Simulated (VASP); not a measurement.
# BeTe (F-43m) in VASP: notebook

BeTe is run at these levels: LDA; tasks: single point.

Program: VASP 6.6.1. These are calculated values, not measurements. Logs are shortened: lines on timing, memory, paths and dates and some standing lists are left out, and cuts for length are marked.

**1. The cell of the first run**

Symmetry: F-43m, No. 216, cubic system. Conventional cell: a = 5.555 Å, b = 5.555 Å, c = 5.555 Å, α = 90.00°, β = 90.00°, γ = 90.00°. Within 3.2 Å of Be (site symmetry -43m) lie 4 Te at 2.41 Å. Within 3.2 Å of Te (site symmetry -43m) lie 4 Be at 2.41 Å.

**2. Single point, LDA**

INCAR reads:

```
SYSTEM = BeTe
PREC     = Accurate       ! precision mode
ENCUT    = 520            ! plane-wave cutoff, eV
EDIFF    = 1E-7           ! SCF threshold, eV
ISMEAR   = 0              ! smearing method
SIGMA    = 0.01           ! smearing width, eV
LREAL    = .False.        ! projectors in reciprocal space
LASPH    = .True.         ! aspherical terms in the spheres
NELM     = 100            ! most SCF steps
ALGO     = Normal         ! electronic algorithm
ISIF     = 2              ! what is computed and relaxed
LWAVE    = .False.        ! write WAVECAR
LCHARG   = .False.        ! write CHGCAR
GGA      = CA             ! functional
NBANDS   = 11             ! bands
```

KPOINTS reads:

```
regular mesh
0
Gamma
  8 8 8
  0 0 0
```

POSCAR reads:

```
BeTe
1.0
    0.0000000000      2.7773063427      2.7773063427
    2.7773063427      0.0000000000      2.7773063427
    2.7773063427      2.7773063427      0.0000000000
Be Te
1 1
Direct
    0.0000000000      0.0000000000      0.0000000000
    0.7500000000      0.7500000000      0.7500000000
```

Potentials or basis: VASP PAW LDA potentials, release 64 (Be, Te).

Run with:

```
> cat potpaw_LDA.64/Be/POTCAR potpaw_LDA.64/Te/POTCAR > POTCAR
> mpirun -np 1 vasp_std > vasp.out
```

OUTCAR:

```text
SYSTEM = BeTe
   PREC = Accurate
   ENCUT = 520
   EDIFF = 1E-7
   ISMEAR = 0
   LREAL = .False.
   LASPH = .True.
   NELM = 100
   ISIF = 2
   GGA = CA

 ion  position               nearest neighbor table
   1  0.000  0.000  0.000-   2 2.41   2 2.41   2 2.41   2 2.41
   2  0.750  0.750  0.750-   1 2.41   1 2.41   1 2.41   1 2.41

  LATTYP: Found a face centered cubic cell.
 ALAT       =     5.5546126854

  Lattice vectors:

 A1 = (   0.0000000000,   2.7773063427,   2.7773063427)
 A2 = (   2.7773063427,   0.0000000000,   2.7773063427)
 A3 = (   2.7773063427,   2.7773063427,   0.0000000000)

Analysis of symmetry for initial positions (statically):
=====================================================================
 Subroutine PRICEL returns:
 Original cell was already a primitive cell.

 Routine SETGRP: Setting up the symmetry group for a
 face centered cubic supercell.

 Subroutine GETGRP returns: Found 24 space group operations
 (whereof 24 operations were pure point group operations)
 out of a pool of 48 trial point group operations.

The static configuration has the point symmetry T_d .

Analysis of symmetry for dynamics (positions and initial velocities):
=====================================================================
 Subroutine PRICEL returns:
 Original cell was already a primitive cell.

 Routine SETGRP: Setting up the symmetry group for a
 face centered cubic supercell.

 Subroutine GETGRP returns: Found 24 space group operations
 (whereof 24 operations were pure point group operations)
 out of a pool of 48 trial point group operations.

The dynamic configuration has the point symmetry T_d .

 Subroutine INISYM returns: Found 24 space group operations
 (whereof 24 operations are pure point group operations),
 and found     1 'primitive' translations

----------------------------------------------------------------------------------------

                                     Primitive cell

  volume of cell :      42.8451

  direct lattice vectors                    reciprocal lattice vectors
     0.000000000  2.777306343  2.777306343    -0.180030554  0.180030554  0.180030554
     2.777306343  0.000000000  2.777306343     0.180030554 -0.180030554  0.180030554
     2.777306343  2.777306343  0.000000000     0.180030554  0.180030554 -0.180030554

  length of vectors
     3.927704297  3.927704297  3.927704297     0.311822067  0.311822067  0.311822067

  position of ions in fractional coordinates (direct lattice)
     0.000000000  0.000000000  0.000000000
     0.750000000  0.750000000  0.750000000

  ion indices of the primitive-cell ions
   primitive index   ion index
                 1           1
                 2           2

----------------------------------------------------------------------------------------

 KPOINTS: regular mesh

Automatic generation of k-mesh.
 Grid dimensions read from file:
 generate k-points for:    8    8    8

 Generating k-lattice:

  Cartesian coordinates                     Fractional coordinates (reciprocal lattice)
    -0.022503819  0.022503819  0.022503819     0.125000000  0.000000000  0.000000000
     0.022503819 -0.022503819  0.022503819     0.000000000  0.125000000  0.000000000
     0.022503819  0.022503819 -0.022503819     0.000000000  0.000000000  0.125000000

  Length of vectors
     0.038977758  0.038977758  0.038977758

  Shift w.r.t. Gamma in fractional coordinates (k-lattice)
     0.000000000  0.000000000  0.000000000

 Subroutine IBZKPT returns following result:
 ===========================================

 Found     29 irreducible k-points:

 Following reciprocal coordinates:
            Coordinates               Weight
  0.000000  0.000000  0.000000      1.000000
  0.125000  0.000000  0.000000      8.000000
  0.250000  0.000000  0.000000      8.000000
  0.375000  0.000000  0.000000      8.000000
  0.500000  0.000000  0.000000      4.000000
  0.125000  0.125000  0.000000      6.000000
[... 16 lines left out ...]
  0.500000  0.250000  0.125000     48.000000
 -0.375000  0.250000  0.125000     24.000000
 [... further k-points ...]
   k-points           NKPTS =     29   k-points in BZ     NKDIM =     29   number of bands    NBANDS=     11
   number of dos      NEDOS =    301   number of ions     NIONS =      2
   total plane-waves  NPLWV =  27000
   dimension x,y,z NGX =    30 NGY =   30 NGZ =   30
   dimension x,y,z NGXF=    60 NGYF=   60 NGZF=   60
   ions per type =               1   1
   NGX,Y,Z   is equivalent  to a cutoff of  12.70, 12.70, 12.70 a.u.
   NGXF,Y,Z  is equivalent  to a cutoff of  25.40, 25.40, 25.40 a.u.
 SYSTEM =  BeTe
   PREC   = accura    normal or accurate (medium, high low for compatibility)
   ISTART =      0    job   : 0-new  1-cont  2-samecut
   ICHARG =      2    charge: 1-file 2-atom 10-const
   ISPIN  =      1    spin polarized calculation?
   LNONCOLLINEAR =      F non collinear calculations
   LSORBIT =      F    spin-orbit coupling
   LASPH  =      T    aspherical Exc in radial PAW
   ENCUT  =  520.0 eV  38.22 Ry    6.18 a.u.   7.30  7.30  7.30*2*pi/ulx,y,z
   NELM   =    100;   NELMIN=  2; NELMDL= -5     # of ELM steps
   EDIFF  = 0.1E-06   stopping-criterion for ELM
   LREAL  =      F    real-space projection
   EDIFFG = 0.1E-05   stopping-criterion for IOM
   NSW    =      0    number of steps for IOM
   IBRION =     -1    ionic relax: 0-MD 1-quasi-New 2-CG
   NFREE  =      0    steps in history (QN), initial steepest desc. (CG)
   ISIF   =      2    stress and relaxation
   ISYM   =      2    0-nonsym 1-usesym 2-fastsym
   POTIM  = 0.5000    time-step for ionic-motion
   TEBEG  =    0.0;   TEEND  =   0.0 temperature during run
   PSTRESS=    0.0 pullay stress
   NELECT =       8.0000    total number of electrons
   NUPDOWN=      -1.0000    fix difference up-down
   EMIN   =  10.00;   EMAX   =-10.00  energy-range for DOS
   EFERMI =   0.00;   METHOD = LEGACY
   ISMEAR =     0;   SIGMA  =   0.01  broadening in eV -4-tet -1-fermi 0-gaus
   EFERMI_NEDOS =   21; number of points for ismear=-14 and -15
   IALGO  =     38    algorithm
   IMIX   =      4    mixing-type and parameters
     AMIX     =   0.40;   BMIX     =  1.00
     AMIX_MAG =   1.60;   BMIX_MAG =  1.00
  volume/ion in A,a.u.               =      21.42       144.57
  Fermi-wavevector in a.u.,A,eV,Ry     =   0.935702  1.768221 11.912429  0.875539
  Thomas-Fermi vector in A             =   2.062637
   LORBIT       =      0    0 simple, 1 ext, 2 COOP (PROOUT), +10 PAW based schemes
   GGA     = CA    functional components
   LHFCALC =     F    Hartree Fock is set to
   AEXX    =    0.0000 exact exchange contribution
   IVDW    =     0    specifies the selected vdW correction
   LEPSILON=     F    determine dielectric tensor
   LRPA    =     F    only Hartree local field effects (RPA)
 non-spin polarized calculation
 Gauss-broadening in eV      SIGMA  =   0.01
  energy-cutoff  :      520.00
  volume of cell :       42.85
 maximum number of plane-waves:      1174
 NGX is ok and might be reduce to    30
   NGX = 15   NGY = 15   NGZ = 15

 number of electron       7.9999999 magnetization

 Free energy of the ion-electron system (eV)
  ---------------------------------------------------
  ext. energy  EPLUGINS =         0.00000000
  ---------------------------------------------------
  free energy    TOTEN  =        -8.72649798 eV

  energy without entropy =       -8.72649798  energy(sigma->0) =       -8.72649798

 E-fermi :   5.5278     XC(G=0):  -9.4311

 val. band max:        5.4182915290   @ k =   0.0000   0.0000   0.0000
 cond. band min:       7.1884568829   @ k =   0.5000   0.5000   0.0000
 fundamental gap:      1.7701653539
 Fermi energy:         5.5277794217

 k-point     1 :       0.0000    0.0000    0.0000
  band No.  band energies     occupation
      1      -7.1788      2.00000
      2       5.4183      2.00000
      3       5.4183      2.00000
      4       5.4183      2.00000
      5       8.9676      0.00000
      6       8.9676      0.00000
      7       8.9676      0.00000
      8       9.4493      0.00000
      9      13.6604      0.00000
     10      15.7419      0.00000
     11      15.7419      0.00000

 k-point     2 :       0.1250    0.0000    0.0000
  band No.  band energies     occupation
      1      -7.0231      2.00000
      2       4.0456      2.00000
      3       5.1647      2.00000
      4       5.1647      2.00000
      5       8.9734      0.00000
      6       9.3300      0.00000
      7       9.3300      0.00000
      8      10.7105      0.00000
      9      14.0620      0.00000
     10      14.7263      0.00000
     11      14.7263      0.00000

 k-point     3 :       0.2500    0.0000    0.0000
  band No.  band energies     occupation
      1      -6.5914      2.00000
      2       1.9527      2.00000
      3       4.6986      2.00000
      4       4.6986      2.00000
      5       8.7886      0.00000
      6       9.8746      0.00000
      7       9.8746      0.00000
      8      12.5600      0.00000
      9      14.3948      0.00000
     10      14.4429      0.00000
     11      14.4429      0.00000

 k-point     4 :       0.3750    0.0000    0.0000
  band No.  band energies     occupation
      1      -6.0356      2.00000
      2       0.2901      2.00000
      3       4.3439      2.00000
      4       4.3439      2.00000
      5       8.6380      0.00000
      6       9.9936      0.00000
      7       9.9936      0.00000
      8      13.1267      0.00000
      9      15.2762      0.00000
     10      15.5268      0.00000
     11      15.5268      0.00000
[... 239 lines left out ...]
 k-point    22 :       0.3750    0.2500    0.1250
  band No.  band energies     occupation
      1      -6.2333      2.00000
      2       1.7136      2.00000
      3       3.0314      2.00000
      4       4.1155      2.00000
      5       8.9361      0.00000
      6      10.3884      0.00000
      7      10.7052      0.00000
      8      11.7583      0.00000
      9      14.5703      0.00000
     10      15.9738      0.00000
     11      16.6448      0.00000

 k-point    23 :       0.5000    0.2500    0.1250
  band No.  band energies     occupation
      1      -5.7378      2.00000
      2       0.5964      2.00000
      3       2.4831      2.00000
      4       3.6273      2.00000
      5       9.3958      0.00000
      6      10.1093      0.00000
      7      11.3504      0.00000
      8      12.3907      0.00000
      9      15.2727      0.00000
     10      15.8217      0.00000
     11      17.7135      0.00000

 k-point    24 :      -0.3750    0.2500    0.1250
  band No.  band energies     occupation
      1      -5.4846      2.00000
      2       0.0670      2.00000
      3       2.3777      2.00000
      4       3.3878      2.00000
      5       9.5383      0.00000
      6       9.8209      0.00000
      7      12.1656      0.00000
      8      13.2241      0.00000
      9      13.8936      0.00000
     10      16.9946      0.00000
     11      17.3523      0.00000

 [... further k-points ...]
[... 5 lines left out ...]
  --------------------------------------------------------------------------------------
  -------------------------------------------------------------------------------------
  Total        0.0726794      0.0726794      0.0726794      0.0000000      0.0000000     -0.0000000
  in kB        2.7178195      2.7178195      2.7178195      0.0000000      0.0000000     -0.0000000
  external PRESSURE =       2.7178195 kB  Pullay stress =       0.0000000 kB

 VOLUME and BASIS-vectors are now :
 -----------------------------------------------------------------------------
  energy-cutoff  :      520.00
  volume of cell :       42.85
      direct lattice vectors                 reciprocal lattice vectors
     0.000000000  2.777306343  2.777306343    -0.180030554  0.180030554  0.180030554
     2.777306343  0.000000000  2.777306343     0.180030554 -0.180030554  0.180030554
     2.777306343  2.777306343  0.000000000     0.180030554  0.180030554 -0.180030554

 POSITION                                       TOTAL-FORCE (eV/Angst)
 -----------------------------------------------------------------------------------
      0.00000      0.00000      0.00000        -0.000000     -0.000000     -0.000000
      4.16596      4.16596      4.16596         0.000000      0.000000      0.000000
 -----------------------------------------------------------------------------------
    total drift:                               -0.000000     -0.000000     -0.000000

  FREE ENERGIE OF THE ION-ELECTRON SYSTEM (eV)
  ---------------------------------------------------
  free  energy   TOTEN  =        -8.7264979772 eV

  energy  without entropy=       -8.7264979772  energy(sigma->0) =       -8.72649798
```

Run time: 10 s. Hardware: 1 thread of AMD EPYC 9R45 (Zen 5), shared host; peak memory 0.11 GiB.

What came out:

```yaml
Free_energy: -8.7265 eV
Pressure: 0.3 GPa
Band_gap_on_the_k_mesh: 1.77 eV, indirect (least direct gap 3.55 eV)
```

Levels at points of the mesh, in eV from the valence-band top:
```tsv
k point	band 1	band 2	band 3	band 4	band 5	band 6	band 7	band 8
(0.00, 0.00, 0.00)	-12.60	0.00	0.00	0.00	3.55	3.55	3.55	4.03
(0.50, 0.00, 0.00)	-11.16	-5.80	-1.20	-1.20	3.17	4.54	4.54	7.63
(0.50, 0.50, 0.00)	-10.64	-5.30	-2.80	-2.80	1.77	2.59	9.86	9.86
```

Caveat: spin-orbit coupling is left out, which moves the levels of the heavy elements. A k mesh can miss the band edges.

**3. Single point, LDA**

This run uses another cell than the first one, of 21.10 Å³/atom, 0.985 times its volume.

INCAR reads:

```
SYSTEM = BeTe
ALGO = Normal ; EDIFF = 1E-7
ENCUT = 520 ; ISIF = 2
ISMEAR = 0 ; LASPH = .True.
LCHARG = .False. ; LREAL = .False.
LWAVE = .False. ; NBANDS = 11
NELM = 60 ; PREC = Accurate
SIGMA = 0.01
```

KPOINTS reads:

```
k-points
0
Gamma
  8 8 8
  0 0 0
```

POSCAR reads:

```
BeTe
1.0
    0.0000000000      2.7633620460      2.7633620460
    2.7633620460      0.0000000000      2.7633620460
    2.7633620460      2.7633620460      0.0000000000
Be Te
1 1
Direct
    0.0000000000      0.0000000000      0.0000000000
    0.7500000000      0.7500000000      0.7500000000
```

Potentials or basis: VASP PAW LDA potentials, release 64 (Be, Te).

Run with:

```
> cat potpaw_LDA.64/Be/POTCAR potpaw_LDA.64/Te/POTCAR > POTCAR
> mpirun -np 1 vasp_std > vasp.out
```

It took 13 s on 1 thread of AMD EPYC 9R45 (Zen 5), shared host; peak memory 0.12 GiB.

It converged, with:

- Free energy: -8.7234 eV
- Pressure: 1.3 GPa
- Band gap on the k mesh: 1.73 eV, indirect (least direct gap 3.54 eV)

Levels at points of the mesh, in eV from the valence-band top:
| k point | band 1 | band 2 | band 3 | band 4 | band 5 | band 6 | band 7 | band 8 | band 9 |
| --- | --- | --- | --- | --- | --- | --- | --- | --- | --- |
| (0.00, 0.00, 0.00) | -12.70 | 0.00 | 0.00 | 0.00 | 3.54 | 3.54 | 3.54 | 4.15 | 8.27 |
| (0.50, 0.00, 0.00) | -11.22 | -5.90 | -1.23 | -1.23 | 3.21 | 4.53 | 4.53 | 7.63 | 11.00 |
| (0.50, 0.50, 0.00) | -10.68 | -5.39 | -2.86 | -2.86 | 1.73 | 2.57 | 9.95 | 9.95 | 11.70 |

Caveat: spin-orbit coupling is left out, which moves the levels of the heavy elements. A k mesh can miss the band edges.
